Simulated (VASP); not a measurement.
A run of VASP 6.6.1:

Contents of INCAR:

```
SYSTEM = SiC4
ALGO = Normal
EDIFF = 1E-6
ENCUT = 520
GGA = PE
ISIF = 2
ISMEAR = 0
LASPH = .TRUE.
LCHARG = .FALSE.
LREAL = .FALSE.
LWAVE = .FALSE.
NBANDS = 18
NELM = 60
PREC = Accurate
SIGMA = 0.1
```

KPOINTS

```
k-points
0
G
  12 12 8
  0 0 0
```

POSCAR

```
SiC4
1.0
    3.4620265248      0.0000000000      0.0000000000
   -1.7310132624      2.9982029190      0.0000000000
    0.0000000000      0.0000000000      5.5952087967
Si C
1 4
Direct
    0.0000000000      0.0000000000      0.0000000000
    0.3333333333      0.6666666667      0.8659847634
    0.3333333333      0.6666666667      0.1340152366
    0.6666666667      0.3333333333      0.1340152366
    0.6666666667      0.3333333333      0.8659847634
```

Potentials or basis: VASP PAW PBE potentials, release 64 (Si, C).

Launch:

```bash
$ cat potpaw_PBE.64/Si/POTCAR potpaw_PBE.64/C/POTCAR > POTCAR
$ mpirun -np 1 vasp_std > vasp.out
```

Hardware: 1 thread of AMD EPYC 9R14 (Zen 4) (shared host).

**Question.** Estimate the wall time of this run.

**Answer.** It took 55 s on 1 thread of AMD EPYC 9R14 (Zen 4) (shared host), peak memory 0.19 GiB. Counts: scf iterations 13, k points 95.
